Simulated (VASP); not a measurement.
# MgO (a.b) (Fm-3m) in VASP: notebook

The runs below take MgO (a.b) through single point, relaxation of cell and atoms, with PBEsol.

Program: VASP 6.6.1. These are calculated values, not measurements. Logs are shortened: lines on timing, memory, paths and dates and some standing lists are left out, and cuts for length are marked.

## (1) The cell of the first run

Symmetry: Fm-3m, No. 225, cubic system. The conventional cell has a = 4.215 Å, b = 4.215 Å, c = 4.215 Å, α = 90.00°, β = 90.00°, γ = 90.00°. Within 2.8 Å of Mg (site symmetry m-3m) lie 6 O at 2.11 Å. O (site symmetry m-3m) has 6 Mg at 2.11 Å within 2.8 Å.

## (2) Single point, PBEsol

File INCAR:

```
SYSTEM = MgO
PREC = Accurate ; ENCUT = 600
EDIFF = 1E-6 ; ISMEAR = 0
SIGMA = 0.02 ; LREAL = .FALSE.
LASPH = .TRUE. ; NELM = 120
ALGO = Normal ; ISIF = 2
LWAVE = .FALSE. ; LCHARG = .TRUE.
GGA = PS ; LELF = .TRUE.
LVHAR = .TRUE. ; NBANDS = 11
GGA_COMPAT = .FALSE.
```

File KPOINTS:

```
regular mesh
0
G
  10 10 10
  0 0 0
```

File POSCAR:

```
MgO
1.0
    0.0000000000      2.1075221055      2.1075221055
    2.1075221055      0.0000000000      2.1075221055
    2.1075221055      2.1075221055      0.0000000000
Mg O
1 1
Direct
    0.0000000000      0.0000000000      0.0000000000
    0.5000000000      0.5000000000      0.5000000000
```

Potentials or basis: VASP PAW PBE potentials, release 64 (Mg, O).

On the command line:

```bash
$ cat potpaw_PBE.64/Mg/POTCAR potpaw_PBE.64/O/POTCAR > POTCAR
$ mpirun -np 1 vasp_std > vasp.out
```

OUTCAR:

```text
SYSTEM = MgO
   PREC = Accurate
   ENCUT = 600
   EDIFF = 1E-6
   ISMEAR = 0
   LREAL = .FALSE.
   LASPH = .TRUE.
   NELM = 120
   ISIF = 2
   GGA = PS

 ion  position               nearest neighbor table
   1  0.000  0.000  0.000-   2 2.11   2 2.11   2 2.11   2 2.11   2 2.11   2 2.11
   2  0.500  0.500  0.500-   1 2.11   1 2.11   1 2.11   1 2.11   1 2.11   1 2.11

  LATTYP: Found a face centered cubic cell.
 ALAT       =     4.2150442110

  Lattice vectors:

 A1 = (   0.0000000000,   2.1075221055,   2.1075221055)
 A2 = (   2.1075221055,   0.0000000000,   2.1075221055)
 A3 = (   2.1075221055,   2.1075221055,   0.0000000000)

Analysis of symmetry for initial positions (statically):
[... 6 lines left out ...]

 Subroutine GETGRP returns: Found 48 space group operations
 (whereof 48 operations were pure point group operations)
 out of a pool of 48 trial point group operations.

The static configuration has the point symmetry O_h .

Analysis of symmetry for dynamics (positions and initial velocities):
[... 6 lines left out ...]

 Subroutine GETGRP returns: Found 48 space group operations
 (whereof 48 operations were pure point group operations)
 out of a pool of 48 trial point group operations.

The dynamic configuration has the point symmetry O_h .

 Subroutine INISYM returns: Found 48 space group operations
 (whereof 48 operations are pure point group operations),
 and found     1 'primitive' translations

----------------------------------------------------------------------------------------

                                     Primitive cell

  volume of cell :      18.7217

  direct lattice vectors                    reciprocal lattice vectors
     0.000000000  2.107522106  2.107522106    -0.237245436  0.237245436  0.237245436
     2.107522106  0.000000000  2.107522106     0.237245436 -0.237245436  0.237245436
     2.107522106  2.107522106  0.000000000     0.237245436  0.237245436 -0.237245436

  length of vectors
     2.980486345  2.980486345  2.980486345     0.410921148  0.410921148  0.410921148

  position of ions in fractional coordinates (direct lattice)
     0.000000000  0.000000000  0.000000000
     0.500000000  0.500000000  0.500000000

  ion indices of the primitive-cell ions
   primitive index   ion index
                 1           1
                 2           2

----------------------------------------------------------------------------------------

 KPOINTS: regular mesh

Automatic generation of k-mesh.
 Grid dimensions read from file:
 generate k-points for:   10   10   10

 Generating k-lattice:

  Cartesian coordinates                     Fractional coordinates (reciprocal lattice)
    -0.023724544  0.023724544  0.023724544     0.100000000  0.000000000  0.000000000
     0.023724544 -0.023724544  0.023724544     0.000000000  0.100000000  0.000000000
     0.023724544  0.023724544 -0.023724544     0.000000000  0.000000000  0.100000000

  Length of vectors
     0.041092115  0.041092115  0.041092115

  Shift w.r.t. Gamma in fractional coordinates (k-lattice)
     0.000000000  0.000000000  0.000000000

 Subroutine IBZKPT returns following result:
 ===========================================

 Found     47 irreducible k-points:

 Following reciprocal coordinates:
            Coordinates               Weight
  0.000000  0.000000  0.000000      1.000000
  0.100000  0.000000  0.000000      8.000000
  0.200000  0.000000  0.000000      8.000000
  0.300000  0.000000  0.000000      8.000000
  0.400000  0.000000  0.000000      8.000000
  0.500000  0.000000  0.000000      4.000000
[... 16 lines left out ...]
  0.300000  0.300000  0.000000      6.000000
  0.400000  0.300000  0.000000     24.000000
 [... further k-points ...]
   k-points           NKPTS =     47   k-points in BZ     NKDIM =     47   number of bands    NBANDS=     11
   number of dos      NEDOS =    301   number of ions     NIONS =      2
   total plane-waves  NPLWV =  13824
   dimension x,y,z NGX =    24 NGY =   24 NGZ =   24
   dimension x,y,z NGXF=    48 NGYF=   48 NGZF=   48
   ions per type =               1   1
   NGX,Y,Z   is equivalent  to a cutoff of  13.39, 13.39, 13.39 a.u.
   NGXF,Y,Z  is equivalent  to a cutoff of  26.77, 26.77, 26.77 a.u.
 SYSTEM =  MgO
   PREC   = accura    normal or accurate (medium, high low for compatibility)
   ISTART =      0    job   : 0-new  1-cont  2-samecut
   ICHARG =      2    charge: 1-file 2-atom 10-const
   ISPIN  =      1    spin polarized calculation?
   LNONCOLLINEAR =      F non collinear calculations
   LSORBIT =      F    spin-orbit coupling
   LASPH  =      T    aspherical Exc in radial PAW
   ENCUT  =  600.0 eV  44.10 Ry    6.64 a.u.   5.95  5.95  5.95*2*pi/ulx,y,z
   NELM   =    120;   NELMIN=  2; NELMDL= -5     # of ELM steps
   EDIFF  = 0.1E-05   stopping-criterion for ELM
   LREAL  =      F    real-space projection
   EDIFFG = 0.1E-04   stopping-criterion for IOM
   NSW    =      0    number of steps for IOM
   IBRION =     -1    ionic relax: 0-MD 1-quasi-New 2-CG
   NFREE  =      0    steps in history (QN), initial steepest desc. (CG)
   ISIF   =      2    stress and relaxation
   ISYM   =      2    0-nonsym 1-usesym 2-fastsym
   POTIM  = 0.5000    time-step for ionic-motion
   TEBEG  =    0.0;   TEEND  =   0.0 temperature during run
   PSTRESS=    0.0 pullay stress
   NELECT =       8.0000    total number of electrons
   NUPDOWN=      -1.0000    fix difference up-down
   EMIN   =  10.00;   EMAX   =-10.00  energy-range for DOS
   EFERMI =   0.00;   METHOD = LEGACY
   ISMEAR =     0;   SIGMA  =   0.02  broadening in eV -4-tet -1-fermi 0-gaus
   EFERMI_NEDOS =   21; number of points for ismear=-14 and -15
   IALGO  =     38    algorithm
   IMIX   =      4    mixing-type and parameters
     AMIX     =   0.40;   BMIX     =  1.00
     AMIX_MAG =   1.60;   BMIX_MAG =  1.00
  volume/ion in A,a.u.               =       9.36        63.17
  Fermi-wavevector in a.u.,A,eV,Ry     =   1.233075  2.330173 20.687291  1.520473
  Thomas-Fermi vector in A             =   2.367819
   LORBIT       =      0    0 simple, 1 ext, 2 COOP (PROOUT), +10 PAW based schemes
   GGA     = PS    functional components
   LHFCALC =     F    Hartree Fock is set to
   AEXX    =    0.0000 exact exchange contribution
   IVDW    =     0    specifies the selected vdW correction
   LEPSILON=     F    determine dielectric tensor
   LRPA    =     F    only Hartree local field effects (RPA)
 non-spin polarized calculation
 Gauss-broadening in eV      SIGMA  =   0.02
  energy-cutoff  :      600.00
  volume of cell :       18.72
 maximum number of plane-waves:       636
   NGX = 11   NGY = 11   NGZ = 11

 number of electron       8.0000005 magnetization

 Free energy of the ion-electron system (eV)
  ---------------------------------------------------
  ext. energy  EPLUGINS =         0.00000000
  ---------------------------------------------------
  free energy    TOTEN  =       -12.51539045 eV

  energy without entropy =      -12.51539045  energy(sigma->0) =      -12.51539045

 E-fermi :   3.1405     XC(G=0): -11.2997

 val. band max:        3.0495930048   @ k =   0.0000   0.0000   0.0000
 cond. band min:       7.6646918733   @ k =   0.0000   0.0000   0.0000
 fundamental gap:      4.6150988685
 Fermi energy:         3.1405365465

 k-point     1 :       0.0000    0.0000    0.0000
  band No.  band energies     occupation
      1     -14.1444      2.00000
      2       3.0496      2.00000
      3       3.0496      2.00000
      4       3.0496      2.00000
      5       7.6647      0.00000
      6      18.6720      0.00000
      7      18.6720      0.00000
      8      18.6720      0.00000
      9      22.5084      0.00000
     10      24.3900      0.00000
     11      24.3900      0.00000

 k-point     2 :       0.1000    0.0000    0.0000
  band No.  band energies     occupation
      1     -14.0372      2.00000
      2       2.3864      2.00000
      3       2.9811      2.00000
      4       2.9811      2.00000
      5       8.2992      0.00000
      6      17.4109      0.00000
      7      18.9127      0.00000
      8      18.9127      0.00000
      9      23.6623      0.00000
     10      23.6624      0.00000
     11      24.1846      0.00000

 k-point     3 :       0.2000    0.0000    0.0000
  band No.  band energies     occupation
      1     -13.7420      2.00000
      2       1.0506      2.00000
      3       2.8078      2.00000
      4       2.8078      2.00000
      5       9.4922      0.00000
      6      15.9034      0.00000
      7      19.4010      0.00000
      8      19.4010      0.00000
      9      22.9665      0.00000
     10      22.9665      0.00000
     11      25.1382      0.00000

 k-point     4 :       0.3000    0.0000    0.0000
  band No.  band energies     occupation
      1     -13.3426      2.00000
      2      -0.2835      2.00000
      3       2.6044      2.00000
      4       2.6044      2.00000
      5      10.4076      0.00000
      6      15.2390      0.00000
      7      19.5271      0.00000
      8      19.5271      0.00000
      9      23.3984      0.00000
     10      23.3984      0.00000
     11      24.5410      0.00000

 k-point     5 :       0.4000    0.0000    0.0000
  band No.  band energies     occupation
      1     -12.9838      2.00000
      2      -1.2593      2.00000
      3       2.4474      2.00000
      4       2.4474      2.00000
      5      10.7408      0.00000
      6      15.3529      0.00000
      7      19.3182      0.00000
      8      19.3182      0.00000
      9      23.9857      0.00000
     10      24.6372      0.00000
     11      24.6372      0.00000
[... 211 lines left out ...]
 k-point    21 :      -0.3000    0.2000    0.0000
  band No.  band energies     occupation
      1     -12.9039      2.00000
      2      -0.6639      2.00000
      3       1.2161      2.00000
      4       2.3893      2.00000
      5      12.1813      0.00000
      6      14.8205      0.00000
      7      17.1094      0.00000
      8      20.2329      0.00000
      9      23.1424      0.00000
     10      23.9533      0.00000
     11      27.9559      0.00000

 k-point    22 :      -0.2000    0.2000    0.0000
  band No.  band energies     occupation
      1     -13.2238      2.00000
      2      -0.0840      2.00000
      3       1.6927      2.00000
      4       2.6009      2.00000
      5      11.3780      0.00000
      6      14.7767      0.00000
      7      18.0214      0.00000
      8      20.6954      0.00000
      9      21.3466      0.00000
     10      24.2357      0.00000
     11      27.7084      0.00000

 k-point    23 :       0.3000    0.3000    0.0000
  band No.  band energies     occupation
      1     -13.1365      2.00000
      2      -0.1409      2.00000
      3       2.1013      2.00000
      4       2.1013      2.00000
      5      11.7952      0.00000
      6      13.2837      0.00000
      7      17.3353      0.00000
      8      20.8218      0.00000
      9      20.8218      0.00000
     10      27.0508      0.00000
     11      30.2959      0.00000

 k-point    24 :       0.4000    0.3000    0.0000
  band No.  band energies     occupation
      1     -12.8839      2.00000
      2      -0.5704      2.00000
      3       1.7296      2.00000
      4       1.9528      2.00000
      5      12.4973      0.00000
      6      13.0490      0.00000
      7      16.5076      0.00000
      8      21.0669      0.00000
      9      21.2710      0.00000
     10      27.7872      0.00000
     11      29.8989      0.00000

 [... further k-points ...]
[... 5 lines left out ...]
  --------------------------------------------------------------------------------------
  -------------------------------------------------------------------------------------
  Total       -0.0966925     -0.0966925     -0.0966925      0.0000000      0.0000000      0.0000000
  in kB       -8.2747923     -8.2747923     -8.2747923      0.0000000      0.0000000      0.0000000
  external PRESSURE =      -8.2747923 kB  Pullay stress =       0.0000000 kB

 VOLUME and BASIS-vectors are now :
 -----------------------------------------------------------------------------
  energy-cutoff  :      600.00
  volume of cell :       18.72
      direct lattice vectors                 reciprocal lattice vectors
     0.000000000  2.107522106  2.107522106    -0.237245436  0.237245436  0.237245436
     2.107522106  0.000000000  2.107522106     0.237245436 -0.237245436  0.237245436
     2.107522106  2.107522106  0.000000000     0.237245436  0.237245436 -0.237245436

 POSITION                                       TOTAL-FORCE (eV/Angst)
 -----------------------------------------------------------------------------------
      0.00000      0.00000      0.00000        -0.000000     -0.000000      0.000000
      2.10752      2.10752      2.10752         0.000000      0.000000     -0.000000
 -----------------------------------------------------------------------------------
    total drift:                               -0.000000     -0.000000      0.000000

  FREE ENERGIE OF THE ION-ELECTRON SYSTEM (eV)
  ---------------------------------------------------
  free  energy   TOTEN  =       -12.5153904465 eV

  energy  without entropy=      -12.5153904465  energy(sigma->0) =      -12.51539045
```

Run time: 5.3 s. Hardware: 1 thread of Intel Xeon Platinum 8488C (Sapphire Rapids), shared host; peak memory 0.14 GiB.

Results:

```yaml
Free_energy: -12.5154 eV
Pressure: -0.8 GPa
Band_gap_on_the_k_mesh: 4.62 eV, direct
```

Levels at points of the mesh, in eV from the valence-band top:
```tsv
k point	band 2	band 3	band 4	band 5	band 6	band 7
(0.00, 0.00, 0.00)	0.00	0.00	0.00	4.62	15.62	15.62
(0.50, 0.00, 0.00)	-4.67	-0.66	-0.66	7.73	12.48	16.16
(0.50, 0.50, 0.00)	-4.14	-1.36	-1.36	8.92	9.86	12.95
```

Caveat: the PAW data sets were made with another functional, which shifts forces and pressure a little. A hybrid or GW would open this gap; PBEsol tends to underestimate it.

## (3) Relaxation of cell and atoms, PBEsol

This run uses another cell than the first one, of 9.39 Å³/atom, 1.004 times its volume.

File INCAR:

```
ALGO = Normal ; EDIFF = 1E-7
EDIFFG = -0.002 ; ENCUT = 600
GGA = PS ; GGA_COMPAT = False
IBRION = 2 ; ISIF = 3
ISMEAR = 0 ; LASPH = True
LCHARG = False ; LREAL = False
LWAVE = False ; NELM = 120
NELMIN = 4 ; NSW = 100
PREC = Accurate ; SIGMA = 0.02
```

File KPOINTS:

```
k-points
0
Gamma
  10 10 10
```

File POSCAR:

```
MgO
1.0
    0.0000000000      2.1100000000      2.1100000000
    2.1100000000      0.0000000000      2.1100000000
    2.1100000000      2.1100000000      0.0000000000
Mg O
1 1
Direct
    0.0000000000      0.0000000000      0.0000000000
    0.5000000000      0.5000000000      0.5000000000
```

Potentials or basis: VASP PAW PBE potentials, release 64 (Mg, O).

On the command line:

```bash
$ cat potpaw_PBE.64/Mg/POTCAR potpaw_PBE.64/O/POTCAR > POTCAR
$ mpirun -np 1 vasp_std > vasp.out
```

Wall time 8.7 s (1 thread of Intel Xeon Platinum 8488C (Sapphire Rapids), shared host); peak memory 0.15 GiB.

The run converged. Its results:

```yaml
Free_energy: -12.5158 eV
Relaxed_volume: 9.31 Å³/atom
Relaxed_cell: a = 2.975 Å, b = 2.975 Å, c = 2.975 Å, α = 60.00°, β = 60.00°, γ = 60.00°
Space_group_after_relaxing_to_0.05_Å: Fm-3m (No. 225)
Energy_gained_by_relaxing: 0.4 meV/atom
Ionic_steps: 3
Pressure_after_relaxing: 0.0 GPa
Band_gap_on_the_k_mesh: 4.67 eV, direct
```

Step by step:
| step | energy change (eV) | largest force (eV/Å) | pressure (GPa) | volume (Å³) |
| --- | --- | --- | --- | --- |
| 1 | 0.0000 | 0.0000 | -1.37 | 18.79 |
| 2 | -0.0006 | 0.0000 | 0.48 | 18.57 |
| 3 | -0.0007 | 0.0000 | 0.00 | 18.63 |

Final structure:
```
Mg O
1.0
     0.00000    2.10389    2.10389
     2.10389    0.00000    2.10389
     2.10389    2.10389    0.00000
Mg O
1 1
Direct
  0.00000 0.00000 0.00000
  0.50000 0.50000 0.50000
```

Levels at points of the mesh, in eV from the valence-band top:
```
           k point  band 1  band 2  band 3  band 4  band 5  band 6  band 7  band 8
(0.00, 0.00, 0.00)  -17.22    0.00    0.00    0.00    4.67   15.65   15.65   15.65
(0.50, 0.00, 0.00)  -15.90   -4.69   -0.67   -0.67    7.77   12.54   16.21   16.21
(0.50, 0.50, 0.00)  -15.63   -4.16   -1.37   -1.37    8.93    9.91   13.00   18.89
```

Caveat: the PAW data sets were made with another functional, which shifts forces and pressure a little.
